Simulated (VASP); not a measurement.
Here is a VASP 6.6.1 calculation.

Contents of INCAR:

```
ALGO = Normal
EDIFF = 1E-6
ENCUT = 520
GGA = PS
ISIF = 2
ISMEAR = -1
LASPH = T
LCHARG = F
LREAL = F
LWAVE = F
NBANDS = 16
NELM = 100
PREC = Accurate
SIGMA = 0.15
```

File KPOINTS:

```
k-points
0
Gamma
  6 6 6
```

The input POSCAR:

```
AlRu
1.0
    2.9916000000      0.0000000000      0.0000000000
    0.0000000000      2.9916000000      0.0000000000
    0.0000000000      0.0000000000      2.9916000000
Al Ru
1 1
Direct
    0.0000000000      0.0000000000      0.0000000000
    0.5000000000      0.5000000000      0.5000000000
```

Potentials or basis: VASP PAW PBE potentials, release 64 (Al, Ru_pv).

Launch:

```bash
$ cat potpaw_PBE.64/Al/POTCAR potpaw_PBE.64/Ru_pv/POTCAR > POTCAR
$ mpirun -np 1 vasp_std > vasp.out
```

Predict the pressure.

-2.9 GPa.

Caveat: the PAW data sets were made with another functional, which shifts forces and pressure a little.
